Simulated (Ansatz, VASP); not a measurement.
Rh in VASP and in Ansatz

File POSCAR:

```
Rh
1.0
    0.0000000000      1.9300732500      1.8445035000
    1.9300732500      0.0000000000      1.8445035000
    1.9300732500      1.9300732500      0.0000000000
Rh
1
Direct
    0.0000000000      0.0000000000      0.0000000000
```

The input INCAR.step1:

```
SYSTEM = Rh
PREC = Accurate ; ENCUT = 520
ISMEAR = 0 ; SIGMA = 0.15
LREAL = .False. ; LASPH = .True.
NELM = 80 ; NBANDS = 14
GGA = PE ; ALGO = Normal
EDIFF = 1E-4 ; LWAVE = .True.
LCHARG = .False.
```

INCAR.step2

```
SYSTEM = Rh
PREC = Accurate ; ENCUT = 520
EDIFF = 1E-7 ; ISMEAR = 0
SIGMA = 0.15 ; LREAL = .False.
LASPH = .True. ; NELM = 80
ALGO = Normal ; ISIF = 2
LWAVE = .False. ; LCHARG = .False.
METAGGA = R2SCAN ; LMIXTAU = .True.
NBANDS = 14 ; ISTART = 1
```

The input KPOINTS:

```
Automatic mesh
0
Gamma
  22 22 22
  0 0 0
```

Input for Ansatz:

```yaml
crystal:
  lattice:
    - [0.0, 1.93007325, 1.8445035]
    - [1.93007325, 0.0, 1.8445035]
    - [1.93007325, 1.93007325, 0.0]
  atoms:
    - { symbol: Rh, position: [0.0, 0.0, 0.0] }
basis:
  ecutwfc: 500
kpoints:
  mp_grid: { grid: [22, 22, 22] }
hamiltonian:
  xc: r2scan
scf:
  occupations: { method: gaussian, width: 0.15 }
output:
  forces: true
  stress: true
  eigenvalues: true
```

Change from the starting cell: strain +0.015 along x and y, -0.030 along z, atoms carried along.

Alike in both runs: task single point; functional r2SCAN; k mesh 22 × 22 × 22; occupations gaussian, width 0.15 eV; no spin polarisation.

|  | VASP | Ansatz |
| --- | --- | --- |
| version | VASP 6.6.1 | Ansatz 0.2.0 |
| potentials or method | VASP PAW PBE potentials, release 64 (Rh_pv), cutoff 520 eV | scalar-relativistic, plane waves, PAW |
| valence electrons in the cell | 15 | 17 |

|  | VASP | Ansatz | Ansatz less VASP |
| --- | --- | --- | --- |
| gap on the k mesh at the Fermi level (eV) | none | none | - |
| pressure (GPa) | 1.1 | -0.1 | -1.21 |
| traceless stress, the component that is largest in VASP (GPa) | 7.10 | 7.06 | -0.036 |

VASP's potentials were made for PBE, not for r2SCAN. A gap of «none» marks a metal or a gap that the smearing closes. With one functional, cell and mesh, what is left measures potentials, basis and numerics. VASP's potentials hold 15 valence electrons a cell and Ansatz's 17, so a difference there can come from the potentials and not from the codes.
